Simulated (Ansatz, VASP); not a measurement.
# One calculation of HfN, two programs

File INCAR:

```
SYSTEM = HfN
PREC = Accurate ; ENCUT = 600
EDIFF = 1E-6 ; ISMEAR = 0
SIGMA = 0.1 ; LREAL = .False.
LASPH = .True. ; NELM = 100
ALGO = Normal ; ISIF = 3
LWAVE = .False. ; LCHARG = .False.
GGA = PE ; IBRION = 2
NSW = 100 ; EDIFFG = -0.01
```

File KPOINTS:

```
Automatic mesh
0
Gamma
  18 18 8
  0 0 0
```

The input POSCAR:

```
HfN
1.0
    3.4888896889      0.0000000000      0.0000000000
   -1.7444448444      3.0214671016      0.0000000000
    0.0000000000      0.0000000000      5.6466383820
Hf N
2 2
Direct
    0.3333333333      0.6666666667      0.9995788229
    0.6666666667      0.3333333333      0.4995788229
    0.3333333333      0.6666666667      0.3735561071
    0.6666666667      0.3333333333      0.8735561071
```

Input for Ansatz:

```yaml
crystal:
  lattice:
    - [3.4888896889, 0.0, 0.0]
    - [-1.7444448444, 3.0214671016, 0.0]
    - [0.0, 0.0, 5.646638382]
  atoms:
    - { symbol: Hf, position: [0.3333333333, 0.6666666667, 0.9995788229] }
    - { symbol: Hf, position: [0.6666666667, 0.3333333333, 0.4995788229] }
    - { symbol: "N", position: [0.3333333333, 0.6666666667, 0.3735561071] }
    - { symbol: "N", position: [0.6666666667, 0.3333333333, 0.8735561071] }
basis:
  ecutwfc: 420
kpoints:
  mp_grid: { grid: [18, 18, 8] }
hamiltonian:
  xc: pbe
scf:
  occupations: { method: gaussian, width: 0.1 }
output:
  forces: true
  stress: true
  eigenvalues: true
relax:
  adjacent_minimum: "off"
  f_tol: 0.01
  max_steps: 80
  cell: { stress_tol: 0.05 }
```

Alike in both runs: task relaxation of cell and atoms; functional PBE; k mesh 18 × 18 × 8; occupations gaussian, width 0.1 eV; no spin polarisation.

|  | VASP | Ansatz |
| --- | --- | --- |
| version | VASP 6.6.1 | Ansatz 0.2.0 |
| potentials or method | VASP PAW PBE potentials, release 64 (Hf_pv, N), cutoff 600 eV | scalar-relativistic, plane waves, PAW |
| valence electrons in the cell | 30 | 62 |

|  | VASP | Ansatz | Ansatz less VASP |
| --- | --- | --- | --- |
| gap on the k mesh at the Fermi level, each at its own relaxed structure (eV) | none | none | - |
| relaxed volume (Å³/atom) | 14.80 | 14.89 | +0.089 |
| relaxed cell length with the largest relative difference (Å) | 5.649 | 5.665 | +0.0163 |

A gap of «none» marks a metal or a gap that the smearing closes. VASP's potentials hold 30 valence electrons a cell and Ansatz's 62, so a difference there can come from the potentials and not from the codes.

Spin-orbit coupling is off throughout.
